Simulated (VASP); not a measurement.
# LiCe (Fd-3m) in VASP: single point with PBE+U

Aim: the single point of LiCe with PBE+U.

Everything below comes from runs of VASP 6.6.1. Logs are shortened: lines on timing, memory, paths and dates and some standing lists are left out, and cuts for length are marked.

## (1) The cell of the first run

It takes space group Fd-3m (No. 227, cubic). The conventional cell has a = 7.265 Å, b = 7.265 Å, c = 7.265 Å, α = 90.00°, β = 90.00°, γ = 90.00°. Ce (site symmetry -43m) has 4 Ce at 3.15 Å and 10 Li at 3.15 to 3.63 Å within 4.1 Å. Li (site symmetry -43m) has 10 Ce at 3.15 to 3.63 Å and 4 Li at 3.15 Å within 4.1 Å.

## (2) Single point, PBE+U, collinear spin, antiferromagnetic start

The input, INCAR:

```
PREC = Accurate
ENCUT = 520
EDIFF = 1E-6
ISMEAR = -1
SIGMA = 0.1
LREAL = F
LASPH = T
NELM = 150
ALGO = Normal
ISIF = 2
LWAVE = F
LCHARG = F
ISPIN = 2
MAGMOM = 1 -1 0 0
LORBIT = 11
LMAXMIX = 6
LDAU = T
LDAUTYPE = 2
LDAUL = 3 -1
LDAUU = 2.94 0
LDAUJ = 0 0
LDAUPRINT = 1
GGA = PE
NBANDS = 27
```

The input, KPOINTS:

```
regular mesh
0
Gamma
  6 6 6
```

The input, POSCAR:

```
LiCe
1.0
    0.0000000000      3.6323535100      3.6323535100
    3.6323535100      0.0000000000      3.6323535100
    3.6323535100      3.6323535100      0.0000000000
Ce Li
2 2
Direct
    0.5000000000      0.5000000000      0.5000000000
    0.7500000000      0.7500000000      0.7500000000
    0.0000000000      0.0000000000      0.0000000000
    0.2500000000      0.2500000000      0.2500000000
```

Potentials or basis: VASP PAW PBE potentials, release 64 (Ce, Li_sv).

Run with:

```console
$ cat potpaw_PBE.64/Ce/POTCAR potpaw_PBE.64/Li_sv/POTCAR > POTCAR
$ mpirun -np 1 vasp_std > vasp.out
```

OUTCAR:

```text
PREC = Accurate
   ENCUT = 520
   EDIFF = 1E-6
   ISMEAR = -1
   LREAL = F
   LASPH = T
   NELM = 150
   ISIF = 2
   ISPIN = 2
   LORBIT = 11
   GGA = PE

 ion  position               nearest neighbor table
   1  0.500  0.500  0.500-   2 3.15   2 3.15   2 3.15   2 3.15
   2  0.750  0.750  0.750-   1 3.15   1 3.15   1 3.15   1 3.15
   3  0.000  0.000  0.000-
   4  0.250  0.250  0.250-

  LATTYP: Found a face centered cubic cell.
 ALAT       =     7.2647070200

  Lattice vectors:

 A1 = (   0.0000000000,   3.6323535100,   3.6323535100)
 A2 = (   3.6323535100,   0.0000000000,   3.6323535100)
 A3 = (   3.6323535100,   3.6323535100,   0.0000000000)

Analysis of symmetry for initial positions (statically):
=====================================================================
 Subroutine PRICEL returns:
 Original cell was already a primitive cell.

 Routine SETGRP: Setting up the symmetry group for a
 face centered cubic supercell.

 Subroutine GETGRP returns: Found 48 space group operations
 (whereof 24 operations were pure point group operations)
 out of a pool of 48 trial point group operations.

The static configuration has the point symmetry T_d .
 The point group associated with its full space group is O_h .

Analysis of symmetry for dynamics (positions and initial velocities):
=====================================================================
 Subroutine PRICEL returns:
 Original cell was already a primitive cell.

 Routine SETGRP: Setting up the symmetry group for a
 face centered cubic supercell.

 Subroutine GETGRP returns: Found 48 space group operations
 (whereof 24 operations were pure point group operations)
 out of a pool of 48 trial point group operations.

The dynamic configuration has the point symmetry T_d .
 The point group associated with its full space group is O_h .

Analysis of structural, dynamic, and magnetic symmetry:
=====================================================================
 Subroutine PRICEL returns:
 Original cell was already a primitive cell.

 Routine SETGRP: Setting up the symmetry group for a
 face centered cubic supercell.

 Subroutine GETGRP returns: Found 48 space group operations
 (whereof 24 operations were pure point group operations)
 out of a pool of 48 trial point group operations.

The overall configuration has the point symmetry T_d .
 The point group associated with its full space group is O_h .

 Subroutine INISYM returns: Found 48 space group operations
 (whereof 24 operations are pure point group operations),
 and found     1 'primitive' translations

----------------------------------------------------------------------------------------

                                     Primitive cell

  volume of cell :      95.8505

  direct lattice vectors                    reciprocal lattice vectors
     0.000000000  3.632353510  3.632353510    -0.137651800  0.137651800  0.137651800
[... 177 lines left out ...]
 -0.0000  0.0000 -0.0000 -0.0000  0.0000  0.0740 -0.0000
  0.0000 -0.0000 -0.0000  0.0000  0.0159 -0.0000  0.0535

spin component  2

  0.0546  0.0000 -0.0176 -0.0000  0.0000 -0.0000  0.0000
  0.0000  0.0732  0.0000  0.0000 -0.0000  0.0000 -0.0000
 -0.0176  0.0000  0.0637 -0.0000  0.0000 -0.0000 -0.0000
 -0.0000  0.0000 -0.0000  0.0409 -0.0000 -0.0000  0.0000
  0.0000 -0.0000  0.0000 -0.0000  0.0637  0.0000  0.0176
 -0.0000  0.0000 -0.0000 -0.0000  0.0000  0.0773 -0.0000
  0.0000 -0.0000 -0.0000  0.0000  0.0176 -0.0000  0.0546

 occupancies and eigenvectors

  o =  0.0409  v =  0.0000  0.0000  0.0000  0.0000  0.0000  0.0000  0.0000  0.0000 -0.0000 -0.0000  0.9974 -0.0445  0.0000  0.0574      0.0000  0.0000  0.0000  0.0000  0.0000  0.0000  0.0000  0.0000  0.0000  0.0000  0.0000  0.0000  0.0000  0.0000
  o =  0.0409  v =  0.0000  0.0000  0.0000  0.0000  0.0000  0.0000  0.0000 -0.7906  0.0000 -0.6124 -0.0000  0.0000 -0.0000  0.0000      0.0000  0.0000  0.0000  0.0000  0.0000  0.0000  0.0000  0.0000  0.0000  0.0000  0.0000  0.0000  0.0000  0.0000
  o =  0.0409  v =  0.0000  0.0000  0.0000  0.0000  0.0000  0.0000  0.0000  0.0000  0.0000 -0.0000 -0.0726 -0.6108 -0.0000  0.7885      0.0000  0.0000  0.0000  0.0000  0.0000  0.0000  0.0000  0.0000  0.0000  0.0000  0.0000  0.0000  0.0000  0.0000
  o =  0.0412  v =  0.0000  0.0000 -0.0000  1.0000 -0.0020  0.0000  0.0026  0.0000  0.0000  0.0000  0.0000  0.0000  0.0000  0.0000      0.0000  0.0000  0.0000  0.0000  0.0000  0.0000  0.0000  0.0000  0.0000  0.0000  0.0000  0.0000  0.0000  0.0000
  o =  0.0412  v = -0.7906  0.0000 -0.6124 -0.0000  0.0000 -0.0000  0.0000  0.0000  0.0000  0.0000  0.0000  0.0000  0.0000  0.0000      0.0000  0.0000  0.0000  0.0000  0.0000  0.0000  0.0000  0.0000  0.0000  0.0000  0.0000  0.0000  0.0000  0.0000
  o =  0.0412  v =  0.0000 -0.0000 -0.0000  0.0033  0.6124  0.0000 -0.7906  0.0000  0.0000  0.0000  0.0000  0.0000  0.0000  0.0000      0.0000  0.0000  0.0000  0.0000  0.0000  0.0000  0.0000  0.0000  0.0000  0.0000  0.0000  0.0000  0.0000  0.0000
  o =  0.0732  v =  0.0000  0.0000  0.0000  0.0000  0.0000  0.0000  0.0000  0.0000  1.0000 -0.0000  0.0000 -0.0000 -0.0000 -0.0000      0.0000  0.0000  0.0000  0.0000  0.0000  0.0000  0.0000  0.0000  0.0000  0.0000  0.0000  0.0000  0.0000  0.0000
  o =  0.0740  v = -0.6124  0.0000  0.7906  0.0000 -0.0000  0.0000 -0.0000  0.0000  0.0000  0.0000  0.0000  0.0000  0.0000  0.0000      0.0000  0.0000  0.0000  0.0000  0.0000  0.0000  0.0000  0.0000  0.0000  0.0000  0.0000  0.0000  0.0000  0.0000
  o =  0.0740  v =  0.0000 -0.0000  0.0000  0.0000  0.7906 -0.0034  0.6124  0.0000  0.0000  0.0000  0.0000  0.0000  0.0000  0.0000      0.0000  0.0000  0.0000  0.0000  0.0000  0.0000  0.0000  0.0000  0.0000  0.0000  0.0000  0.0000  0.0000  0.0000
  o =  0.0740  v =  0.0000  0.0000 -0.0000 -0.0000  0.0027  1.0000  0.0021  0.0000  0.0000  0.0000  0.0000  0.0000  0.0000  0.0000      0.0000  0.0000  0.0000  0.0000  0.0000  0.0000  0.0000  0.0000  0.0000  0.0000  0.0000  0.0000  0.0000  0.0000
  o =  0.0773  v =  0.0000  0.0000  0.0000  0.0000  0.0000  0.0000  0.0000  0.0000 -0.0000 -0.0000  0.0000 -0.7516  0.3100 -0.5822      0.0000  0.0000  0.0000  0.0000  0.0000  0.0000  0.0000  0.0000  0.0000  0.0000  0.0000  0.0000  0.0000  0.0000
  o =  0.0773  v =  0.0000  0.0000  0.0000  0.0000  0.0000  0.0000  0.0000 -0.6124  0.0000  0.7906  0.0000 -0.0000  0.0000 -0.0000      0.0000  0.0000  0.0000  0.0000  0.0000  0.0000  0.0000  0.0000  0.0000  0.0000  0.0000  0.0000  0.0000  0.0000
  o =  0.0773  v =  0.0000  0.0000  0.0000  0.0000  0.0000  0.0000  0.0000  0.0000 -0.0000 -0.0000  0.0000 -0.2451 -0.9507 -0.1898      0.0000  0.0000  0.0000  0.0000  0.0000  0.0000  0.0000  0.0000  0.0000  0.0000  0.0000  0.0000  0.0000  0.0000
  o =  0.0857  v =  0.0000  1.0000  0.0000 -0.0000  0.0000 -0.0000  0.0000  0.0000  0.0000  0.0000  0.0000  0.0000  0.0000  0.0000      0.0000  0.0000  0.0000  0.0000  0.0000  0.0000  0.0000  0.0000  0.0000  0.0000  0.0000  0.0000  0.0000  0.0000

 number of electron      29.9999996 magnetization       0.0000000

 Free energy of the ion-electron system (eV)
  ---------------------------------------------------
  ext. energy  EPLUGINS =         0.00000000
  ---------------------------------------------------
  free energy    TOTEN  =       -12.16816053 eV

  energy without entropy =      -11.79156104  energy(sigma->0) =      -11.97986078

 E-fermi :   5.5067     XC(G=0):  -9.4742

 val. band max:        5.5023684615   @ k =   0.5000   0.3333   0.1667
 cond. band min:       5.5241688394   @ k =   0.5000   0.3333   0.0000
 fundamental gap:      0.0218003779
 Fermi energy:         5.5067283472

 spin component 1

 k-point     1 :       0.0000    0.0000    0.0000
  band No.  band energies     occupation
      1     -40.2566      1.00000
      2     -40.2473      1.00000
      3     -30.0319      1.00000
      4     -29.4168      1.00000
      5     -13.0300      1.00000
      6     -13.0300      1.00000
[... 469 lines left out ...]
     26       6.2851      0.00042
     27       6.3474      0.00022
 Fermi energy:         5.5067283472

 spin component 2

 k-point     1 :       0.0000    0.0000    0.0000
  band No.  band energies     occupation
      1     -40.2566      1.00000
      2     -40.2473      1.00000
      3     -30.0319      1.00000
      4     -29.4168      1.00000
      5     -13.0300      1.00000
      6     -13.0300      1.00000
[... 469 lines left out ...]
     26       6.2852      0.00042
     27       6.3475      0.00022

------------------------ aborting loop because EDIFF is reached ----------------------------------------

  FORCE on cell =-STRESS in cart. coord.  units (eV):
  Direction    XX          YY          ZZ          XY          YZ          ZX
  --------------------------------------------------------------------------------------
  -------------------------------------------------------------------------------------
  Total       -1.1407027     -1.1407027     -1.1407027      0.0000000     -0.0000000     -0.0000000
  in kB      -19.0672799    -19.0672799    -19.0672799      0.0000000     -0.0000000     -0.0000000
  external PRESSURE =     -19.0672799 kB  Pullay stress =       0.0000000 kB

 VOLUME and BASIS-vectors are now :
 -----------------------------------------------------------------------------
  energy-cutoff  :      520.00
  volume of cell :       95.85
      direct lattice vectors                 reciprocal lattice vectors
     0.000000000  3.632353510  3.632353510    -0.137651800  0.137651800  0.137651800
     3.632353510  0.000000000  3.632353510     0.137651800 -0.137651800  0.137651800
     3.632353510  3.632353510  0.000000000     0.137651800  0.137651800 -0.137651800

 POSITION                                       TOTAL-FORCE (eV/Angst)
 -----------------------------------------------------------------------------------
      3.63235      3.63235      3.63235        -0.000000     -0.000000     -0.000000
      5.44853      5.44853      5.44853         0.000000      0.000000      0.000000
      0.00000      0.00000      0.00000         0.000000      0.000000      0.000000
      1.81618      1.81618      1.81618        -0.000000      0.000000     -0.000000
 -----------------------------------------------------------------------------------
    total drift:                               -0.000000      0.000000      0.000000

  FREE ENERGIE OF THE ION-ELECTRON SYSTEM (eV)
  ---------------------------------------------------
  free  energy   TOTEN  =       -12.1681605271 eV

  energy  without entropy=      -11.7915610412  energy(sigma->0) =      -11.97986078

 total charge

# of ion       s       p       d       f       tot
--------------------------------------------------
    1        2.065   5.588   1.248   0.856   9.756
    2        2.065   5.588   1.248   0.856   9.756
    3        2.036   0.061   0.000   0.000   2.097
    4        2.036   0.061   0.000   0.000   2.097
--------------------------------------------------
tot          8.203  11.297   2.496   1.711  23.707

 magnetization (x)

# of ion       s       p       d       f       tot
--------------------------------------------------
    1       -0.000   0.000   0.001  -0.004  -0.003
    2        0.000  -0.000  -0.001   0.004   0.003
    3        0.000   0.000   0.000   0.000   0.000
    4       -0.000  -0.000   0.000   0.000  -0.000
--------------------------------------------------
tot          0.000   0.000   0.000   0.000   0.000
```

Run time: 4.7 min. Hardware: 1 thread of Intel Xeon Platinum 8488C (Sapphire Rapids), shared host; peak memory 0.33 GiB.

What came out:

```yaml
Free_energy: -12.1682 eV
Band_gap_on_the_k_mesh: zero (filled and empty bands overlap)
Net_moment: 0.00 μB per cell
Valence_electrons_inside_the_program's_atomic_spheres: Ce 9.76; Li 2.10
```

Levels at points of the mesh, in eV from the Fermi level:
Spin up:
| k point | band 12 | band 13 | band 14 | band 15 | band 16 | band 17 | band 18 | band 19 |
| --- | --- | --- | --- | --- | --- | --- | --- | --- |
| (0.00, 0.00, 0.00) | -0.68 | -0.68 | -0.27 | -0.27 | -0.27 | 0.25 | 0.36 | 0.36 |
| (0.50, 0.00, 0.00) | -1.42 | -1.18 | -1.18 | -0.24 | -0.24 | 0.33 | 0.37 | 0.51 |
| (0.50, 0.50, 0.00) | -1.87 | -0.46 | -0.46 | 0.11 | 0.13 | 0.29 | 0.31 | 0.40 |
Spin down:
| k point | band 13 | band 14 | band 15 | band 16 | band 17 | band 18 |
| --- | --- | --- | --- | --- | --- | --- |
| (0.00, 0.00, 0.00) | -0.68 | -0.27 | -0.27 | -0.27 | 0.25 | 0.36 |
| (0.50, 0.00, 0.00) | -1.18 | -1.18 | -0.24 | -0.24 | 0.33 | 0.37 |
| (0.50, 0.50, 0.00) | -0.46 | -0.46 | 0.11 | 0.13 | 0.29 | 0.31 |

Eigenvalues of the final occupation matrices:
| site | spin | trace | eigenvalues |
| --- | --- | --- | --- |
| site 1 f | 1 | 0.43 | 0.04 0.04 0.04 0.07 0.08 0.08 0.08 |
| site 1 f | 2 | 0.43 | 0.04 0.04 0.04 0.07 0.07 0.07 0.09 |
| site 2 f | 1 | 0.43 | 0.04 0.04 0.04 0.07 0.07 0.07 0.09 |
| site 2 f | 2 | 0.43 | 0.04 0.04 0.04 0.07 0.08 0.08 0.08 |

Caveat: the cutoff is under 1.25 times the usual one of these potentials, so pressure, stress and relaxed cells hold a basis-set (Pulay) error; the magnetic or orbital state may not be the lowest; spin-orbit coupling is left out, which moves the levels of the heavy elements. The state reached can hang on the start; a lower one may exist.
